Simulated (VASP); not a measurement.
The system is Na2I.

```xyz
3
Lattice="0.0000 3.6281 3.6281 3.6281 0.0000 3.6281 3.6281 3.6281 0.0000" Properties=species:S:1:pos:R:3 pbc="T T T"
Na    1.8140    1.8140    1.8140
Na    5.4421    5.4421    5.4421
I     0.0000    0.0000    0.0000
```

- Program: VASP 6.6.1
- Task: relaxation of cell and atoms
- Functional: PBEsol
- Potentials or basis: VASP PAW PBE potentials, release 64 (Na_pv, I)
- Cutoff: 600 eV
- k mesh: 10 × 10 × 10
- Occupations: gaussian, width 0.1 eV
- Spin: no spin polarisation

At the start: pressure 3.2 GPa; volume 31.84 Å³/atom.

Question: Where does the relaxation end?

Answer: Over 5 steps the energy falls by 64.7 meV/atom and the volume is 39.80 Å³/atom (+25.0 %); space group Fm-3m (No. 225, to 0.1 Å) before and after.

The path:
```
step  energy change (eV)  largest force (eV/Å)  pressure (GPa)  volume (Å³)
   1              0.0000                0.0000            3.17        95.51
   2             -0.1296                0.0000            1.57       104.47
   3             -0.1908                0.0000            0.30       115.75
   4             -0.1939                0.0000            0.04       118.86
   5             -0.1940                0.0000            0.00       119.40
```

Final structure:
```xyz
3
Lattice="0.0000 3.9083 3.9083 3.9083 0.0000 3.9083 3.9083 3.9083 0.0000" Properties=species:S:1:pos:R:3 pbc="T T T"
Na    1.9541    1.9541    1.9541
Na    5.8624    5.8624    5.8624
I     0.0000    0.0000    0.0000
```

Caveat: the volume moved by over 15 % at a fixed basis, so the end points are rough; the PAW data sets were made with another functional, which shifts forces and pressure a little.
